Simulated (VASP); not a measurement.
# TaN (P-6m2) in VASP: settings compared

Aim: see how the results for TaN move with the level of theory and the settings. Levels: BLYP+D4, r2SCAN. Tasks: relaxation of cell and atoms, single point.

Everything below comes from runs of VASP 6.6.1. Logs are shortened: lines on timing, memory, paths and dates and some standing lists are left out, and cuts for length are marked.

## Step 1: The cell of the first run

Symmetry: P-6m2, No. 187, hexagonal system. The conventional cell has a = 2.938 Å, b = 2.938 Å, c = 2.883 Å, α = 90.00°, β = 90.00°, γ = 120.00°. Within 2.9 Å of Ta (site symmetry -6m2) lie 6 N at 2.23 Å and 2 Ta at 2.88 Å. Within 2.9 Å of N (site symmetry -6m2) lie 6 Ta at 2.23 Å and 2 N at 2.88 Å.

## Step 2: Relaxation of cell and atoms, BLYP+D4

The input, INCAR:

```
SYSTEM = TaN
PREC = Accurate ; ENCUT = 600
EDIFF = 1E-6 ; ISMEAR = 0
SIGMA = 0.1 ; LREAL = .FALSE.
LASPH = .TRUE. ; NELM = 80
ALGO = Normal ; ISIF = 3
LWAVE = .FALSE. ; LCHARG = .FALSE.
GGA = B5 ; ALDAX = 1.0
AGGAX = 1.0 ; AGGAC = 1.0
ALDAC = 0.0 ; IVDW = 13
VDW_S6 = 1.0 ; VDW_S8 = 2.34076671
VDW_A1 = 0.44488865 ; VDW_A2 = 4.0933009
IBRION = 2 ; NSW = 60
EDIFFG = -0.01
```

The input, KPOINTS:

```
Automatic mesh
0
G
  10 10 9
  0 0 0
```

The input, POSCAR:

```
TaN
1.0
    2.9380000000      0.0000000000      0.0000000000
   -1.4690000000      2.5443826363      0.0000000000
    0.0000000000      0.0000000000      2.8830000000
Ta N
1 1
Direct
    0.0000000000      0.0000000000      0.5000000000
    0.6666666667      0.3333333333      0.0000000000
```

Potentials or basis: VASP PAW PBE potentials, release 64 (Ta_pv, N).

Launch:

```sh
$ cat potpaw_PBE.64/Ta_pv/POTCAR potpaw_PBE.64/N/POTCAR > POTCAR
$ mpirun -np 1 vasp_std > vasp.out
```

OUTCAR:

```text
SYSTEM = TaN
   PREC = Accurate
   ENCUT = 600
   EDIFF = 1E-6
   ISMEAR = 0
   LREAL = .FALSE.
   LASPH = .TRUE.
   NELM = 80
   ISIF = 3
   GGA = B5
   IVDW = 13
   IBRION = 2
   NSW = 60
   EDIFFG = -0.01

 ion  position               nearest neighbor table
   1  0.000  0.000  0.500-   2 2.23   2 2.23   2 2.23   2 2.23   2 2.23   2 2.23
   2  0.667  0.333  0.000-   1 2.23   1 2.23   1 2.23   1 2.23   1 2.23   1 2.23

  LATTYP: Found a hexagonal cell.
 ALAT       =     2.9380000000
 C/A-ratio  =     0.9812797822

  Lattice vectors:

 A1 = (   2.9380000000,   0.0000000000,   0.0000000000)
 A2 = (  -1.4690000000,   2.5443826363,   0.0000000000)
 A3 = (   0.0000000000,   0.0000000000,   2.8830000000)

Analysis of symmetry for initial positions (statically):
=====================================================================
 Subroutine PRICEL returns:
 Original cell was already a primitive cell.

 Routine SETGRP: Setting up the symmetry group for a
 hexagonal supercell.

 Subroutine GETGRP returns: Found 12 space group operations
 (whereof 12 operations were pure point group operations)
 out of a pool of 24 trial point group operations.

The static configuration has the point symmetry D_3h.

Analysis of symmetry for dynamics (positions and initial velocities):
=====================================================================
 Subroutine PRICEL returns:
 Original cell was already a primitive cell.

 Routine SETGRP: Setting up the symmetry group for a
 hexagonal supercell.

 Subroutine GETGRP returns: Found 12 space group operations
 (whereof 12 operations were pure point group operations)
 out of a pool of 24 trial point group operations.

The dynamic configuration has the point symmetry D_3h.

 Subroutine INISYM returns: Found 12 space group operations
 (whereof 12 operations are pure point group operations),
 and found     1 'primitive' translations

----------------------------------------------------------------------------------------

                                     Primitive cell

  volume of cell :      21.5516

  direct lattice vectors                    reciprocal lattice vectors
     2.938000000  0.000000000  0.000000000     0.340367597  0.196511324  0.000000000
    -1.469000000  2.544382636  0.000000000     0.000000000  0.393022648  0.000000000
     0.000000000  0.000000000  2.883000000     0.000000000  0.000000000  0.346860909

  length of vectors
     2.938000000  2.938000000  2.883000000     0.393022648  0.393022648  0.346860909

  position of ions in fractional coordinates (direct lattice)
     0.000000000  0.000000000  0.500000000
     0.666666667  0.333333333  0.000000000

  ion indices of the primitive-cell ions
   primitive index   ion index
                 1           1
                 2           2

----------------------------------------------------------------------------------------

 KPOINTS: Automatic mesh

Automatic generation of k-mesh.
 Grid dimensions read from file:
 generate k-points for:   10   10    9

 Generating k-lattice:

  Cartesian coordinates                     Fractional coordinates (reciprocal lattice)
     0.034036760  0.019651132  0.000000000     0.100000000  0.000000000  0.000000000
     0.000000000  0.039302265  0.000000000     0.000000000  0.100000000  0.000000000
     0.000000000  0.000000000  0.038540101     0.000000000  0.000000000  0.111111111

  Length of vectors
     0.039302265  0.039302265  0.038540101

  Shift w.r.t. Gamma in fractional coordinates (k-lattice)
     0.000000000  0.000000000  0.000000000

 Subroutine IBZKPT returns following result:
 ===========================================

 Found     70 irreducible k-points:

 Following reciprocal coordinates:
            Coordinates               Weight
  0.000000  0.000000  0.000000      1.000000
  0.100000 -0.000000  0.000000      6.000000
  0.200000 -0.000000  0.000000      6.000000
  0.300000  0.000000  0.000000      6.000000
  0.400000 -0.000000  0.000000      6.000000
  0.500000  0.000000  0.000000      3.000000
[... 16 lines left out ...]
  0.300000  0.100000  0.111111     24.000000
  0.400000  0.100000  0.111111     24.000000
 [... further k-points ...]
   k-points           NKPTS =     70   k-points in BZ     NKDIM =     70   number of bands    NBANDS=     12
   number of dos      NEDOS =    301   number of ions     NIONS =      2
   total plane-waves  NPLWV =  13824
   dimension x,y,z NGX =    24 NGY =   24 NGZ =   24
   dimension x,y,z NGXF=    48 NGYF=   48 NGZF=   48
   ions per type =               1   1
   NGX,Y,Z   is equivalent  to a cutoff of  13.58, 13.58, 13.84 a.u.
   NGXF,Y,Z  is equivalent  to a cutoff of  27.16, 27.16, 27.68 a.u.
 SYSTEM =  TaN
   PREC   = accura    normal or accurate (medium, high low for compatibility)
   ISTART =      0    job   : 0-new  1-cont  2-samecut
   ICHARG =      2    charge: 1-file 2-atom 10-const
   ISPIN  =      1    spin polarized calculation?
   LNONCOLLINEAR =      F non collinear calculations
   LSORBIT =      F    spin-orbit coupling
   LASPH  =      T    aspherical Exc in radial PAW
   ENCUT  =  600.0 eV  44.10 Ry    6.64 a.u.   5.87  5.87  5.76*2*pi/ulx,y,z
   NELM   =     80;   NELMIN=  2; NELMDL= -5     # of ELM steps
   EDIFF  = 0.1E-05   stopping-criterion for ELM
   LREAL  =      F    real-space projection
   EDIFFG = -.1E-01   stopping-criterion for IOM
   NSW    =     60    number of steps for IOM
   IBRION =      2    ionic relax: 0-MD 1-quasi-New 2-CG
   NFREE  =      1    steps in history (QN), initial steepest desc. (CG)
   ISIF   =      3    stress and relaxation
   ISYM   =      2    0-nonsym 1-usesym 2-fastsym
   POTIM  = 0.5000    time-step for ionic-motion
   TEBEG  =    0.0;   TEEND  =   0.0 temperature during run
   PSTRESS=    0.0 pullay stress
   NELECT =      16.0000    total number of electrons
   NUPDOWN=      -1.0000    fix difference up-down
   EMIN   =  10.00;   EMAX   =-10.00  energy-range for DOS
   EFERMI =   0.00;   METHOD = LEGACY
   ISMEAR =     0;   SIGMA  =   0.10  broadening in eV -4-tet -1-fermi 0-gaus
   EFERMI_NEDOS =   21; number of points for ismear=-14 and -15
   IALGO  =     38    algorithm
   IMIX   =      4    mixing-type and parameters
     AMIX     =   0.40;   BMIX     =  1.00
     AMIX_MAG =   1.60;   BMIX_MAG =  1.00
  volume/ion in A,a.u.               =      10.78        72.72
  Fermi-wavevector in a.u.,A,eV,Ry     =   1.482365  2.801264 29.897531  2.197407
  Thomas-Fermi vector in A             =   2.596160
   LORBIT       =      0    0 simple, 1 ext, 2 COOP (PROOUT), +10 PAW based schemes
   GGA     = B5    functional components
   LHFCALC =     F    Hartree Fock is set to
   AEXX    =    0.0000 exact exchange contribution
   IVDW    =    13    specifies the selected vdW correction
   LEPSILON=     F    determine dielectric tensor
   LRPA    =     F    only Hartree local field effects (RPA)
 conjugate gradient relaxation of ions
 non-spin polarized calculation
 Gauss-broadening in eV      SIGMA  =   0.10
  energy-cutoff  :      600.00
  volume of cell :       21.55
 maximum number of plane-waves:       729
 NGX is ok and might be reduce to    24
   NGX = 11   NGY = 11   NGZ = 11

--------------------------------------- Ionic step        1  -------------------------------------------

 number of electron      16.0000001 magnetization

 Free energy of the ion-electron system (eV)
  ---------------------------------------------------
  ext. energy  EPLUGINS =         0.00000000
  ---------------------------------------------------
  free energy    TOTEN  =       -20.43320874 eV

  energy without entropy =      -20.43313261  energy(sigma->0) =      -20.43317068

------------------------ aborting loop because EDIFF is reached ----------------------------------------

  DFT-D4 for vdW energy calculation

  Edisp (eV):   -1.16783

  FORCE on cell =-STRESS in cart. coord.  units (eV):
  Direction    XX          YY          ZZ          XY          YZ          ZX
  --------------------------------------------------------------------------------------
  -------------------------------------------------------------------------------------
  Total       1.03116     1.03116     1.26023     0.00000     0.00000     0.00000
  in kB      76.65817    76.65817    93.68744     0.00000     0.00000     0.00000
  external pressure =       82.33 kB  Pullay stress =        0.00 kB
[... 101 lines left out ...]
  energy  without entropy=      -21.6140055240  energy(sigma->0) =      -21.61404853

--------------------------------------- Ionic step        4  -------------------------------------------

 number of electron      16.0000001 magnetization

 Free energy of the ion-electron system (eV)
  ---------------------------------------------------
  ext. energy  EPLUGINS =         0.00000000
  ---------------------------------------------------
  free energy    TOTEN  =       -20.47637882 eV

  energy without entropy =      -20.47629304  energy(sigma->0) =      -20.47633593

 E-fermi :   8.5568     XC(G=0): -12.5271

 val. band max:        8.4206178161   @ k =   0.0000   0.0000   0.4444
 cond. band min:       8.7124476984   @ k =   0.0000   0.0000   0.3333
 fundamental gap:      0.2918298824
 Fermi energy:         8.5568277111

 k-point     1 :       0.0000    0.0000    0.0000
  band No.  band energies     occupation
      1     -26.3366      2.00000
      2     -26.0790      2.00000
      3     -26.0790      2.00000
      4      -8.9628      2.00000
      5       4.0578      2.00000
      6       4.0578      2.00000
      7       4.4527      2.00000
      8       5.6174      2.00000
      9      10.7645      0.00000
     10      11.9073      0.00000
     11      11.9073      0.00000
     12      12.2953      0.00000
[... 331 lines left out ...]
 k-point    24 :       0.4000    0.1000    0.1111
  band No.  band energies     occupation
      1     -26.9708      2.00000
      2     -26.3399      2.00000
      3     -26.2952      2.00000
      4      -6.8161      2.00000
      5       0.7558      2.00000
      6       3.2581      2.00000
      7       4.4694      2.00000
      8       6.3058      2.00000
      9      10.9895      0.00000
     10      11.9305      0.00000
     11      12.8690      0.00000
     12      14.0782      0.00000

 [... further k-points ...]

------------------------ aborting loop because EDIFF is reached ----------------------------------------

  DFT-D4 for vdW energy calculation

  Edisp (eV):   -1.13772

  FORCE on cell =-STRESS in cart. coord.  units (eV):
  Direction    XX          YY          ZZ          XY          YZ          ZX
  --------------------------------------------------------------------------------------
  -------------------------------------------------------------------------------------
  Total       0.00758     0.00758    -0.01864     0.00000    -0.00000     0.00000
  in kB       0.55070     0.55070    -1.35346     0.00000    -0.00000     0.00000
  external pressure =       -0.08 kB  Pullay stress =        0.00 kB
[... 17 lines left out ...]
  FREE ENERGIE OF THE ION-ELECTRON SYSTEM (eV)
  ---------------------------------------------------
  free  energy   TOTEN  =       -21.6140962972 eV

  energy  without entropy=      -21.6140105175  energy(sigma->0) =      -21.61405341

 reached required accuracy - stopping structural energy minimisation
```

Wall time 1.8 min (1 thread of Intel Xeon 8259CL, shared host); peak memory 0.16 GiB.

Results:

- Free energy: -21.6141 eV
- Relaxed volume: 11.03 Å³/atom
- Relaxed cell: a = 2.960 Å, b = 2.960 Å, c = 2.909 Å, α = 90.00°, β = 90.00°, γ = 120.00°
- Space group after relaxing (to 0.05 Å): P-6m2 (No. 187)
- Energy gained by relaxing: 6.5 meV/atom
- Ionic steps: 4
- Pressure after relaxing: 0.0 GPa
- Band gap on the k mesh: zero (band 8 reaches 8.71 eV, above the bottom of band 9 at 8.42 eV)
- Dispersion energy per atom: -0.569 eV

Stress tensor (GPa, compression positive):
```
 0.06  0.00  0.00
 0.00  0.06  0.00
 0.00  0.00 -0.14
```

The path:
```
step  energy change (eV)  largest force (eV/Å)  pressure (GPa)  volume (Å³)
   1              0.0000                0.0000            8.23        21.55
   2              0.0546                0.0000          -16.20        23.33
   3             -0.0130                0.0000           -0.14        22.08
   4             -0.0131                0.0000           -0.01        22.07
```

Final structure:
```cif
data_structure
_symmetry_space_group_name_H-M 'P 1'
_symmetry_Int_Tables_number 1
_cell_length_a 2.9596
_cell_length_b 2.9596
_cell_length_c 2.9089
_cell_angle_alpha 90.000
_cell_angle_beta 90.000
_cell_angle_gamma 120.000
_cell_volume 22.07
loop_
_atom_site_label
_atom_site_type_symbol
_atom_site_fract_x
_atom_site_fract_y
_atom_site_fract_z
_atom_site_occupancy
Ta1 Ta 0.00000 0.00000 0.50000 1
N1 N 0.66667 0.33333 0.00000 1
```

Levels at points of the mesh, in eV from the Fermi level:
```csv
k point,band 6,band 7,band 8,band 9,band 10,band 11
"(0.00, 0.00, 0.00)",-4.50,-4.10,-2.94,2.21,3.35,3.35
"(0.50, 0.00, 0.00)",-5.13,-3.38,-3.16,2.81,3.75,4.97
```

Caveat: the PAW data sets were made with another functional, which shifts forces and pressure a little; spin-orbit coupling is left out, which moves the levels of the heavy elements; pairwise dispersion overbinds metals, which lowers pressure and volume.

## Step 3: Single point, r2SCAN

This run uses another cell than the first one, of 11.21 Å³/atom, 1.040 times its volume.

The input, POSCAR:

```
TaN
1.0
    2.9766623284      0.0000000000      0.0000000000
   -1.4883311642      2.5778651949      0.0000000000
    0.0000000000      0.0000000000      2.9209385612
Ta N
1 1
Direct
    0.0000000000      0.0000000000      0.5000000000
    0.6666666667      0.3333333333      0.0000000000
```

The input, INCAR.step1:

```
SYSTEM = TaN
ALGO = Normal
EDIFF = 1E-5
ENCUT = 660
GGA = PE
GGA_COMPAT = .False.
ISMEAR = -1
LASPH = .True.
LCHARG = .False.
LREAL = .False.
LWAVE = .True.
NBANDS = 16
NELM = 120
PREC = Accurate
SIGMA = 0.05
```

The input, INCAR.step2:

```
SYSTEM = TaN
ALGO = Normal
EDIFF = 1E-6
ENCUT = 660
GGA_COMPAT = .False.
ISIF = 2
ISMEAR = -1
ISTART = 1
LASPH = .True.
LCHARG = .True.
LELF = .True.
LMIXTAU = .True.
LREAL = .False.
LVHAR = .True.
LWAVE = .False.
METAGGA = R2SCAN
NBANDS = 16
NELM = 120
PREC = Accurate
SIGMA = 0.05
```

The input, KPOINTS:

```
k-points
0
Gamma
  10 10 9
  0 0 0
```

Potentials or basis: VASP PAW PBE potentials, release 64 (Ta_sv_GW, N).

Launch:

```sh
$ cat potpaw_PBE.64/Ta_sv_GW/POTCAR potpaw_PBE.64/N/POTCAR > POTCAR
$ cp INCAR.step1 INCAR
$ mpirun -np 1 vasp_std > vasp.out
$ cp INCAR.step2 INCAR
$ mpirun -np 1 vasp_std > vasp.out
```

Wall time 55 s (1 thread of Intel Xeon 6975P-C (Granite Rapids), shared host); peak memory 0.19 GiB.

It converged, with:

```
Free energy            : -62.9236 eV
Pressure               : -13.4 GPa
Band gap on the k mesh : zero (band 9 reaches 12.13 eV, above the bottom of band 10 at 11.81 eV)
```

Stress tensor (GPa, compression positive):
```
-13.12   0.00   0.00
  0.00 -13.12   0.00
  0.00   0.00 -13.83
```

Levels at points of the mesh, in eV from the Fermi level:
```
           k point  band 6  band 7  band 8  band 9  band 10  band 11  band 12  band 13
(0.00, 0.00, 0.00)   -4.73   -4.73   -4.29   -3.19     2.07     3.46     3.46     3.93
(0.50, 0.00, 0.00)   -8.47   -5.33   -3.53   -3.42     2.99     3.82     5.08     5.20
```

Caveat: the PAW data sets were made with another functional, which shifts forces and pressure a little; spin-orbit coupling is left out, which moves the levels of the heavy elements.
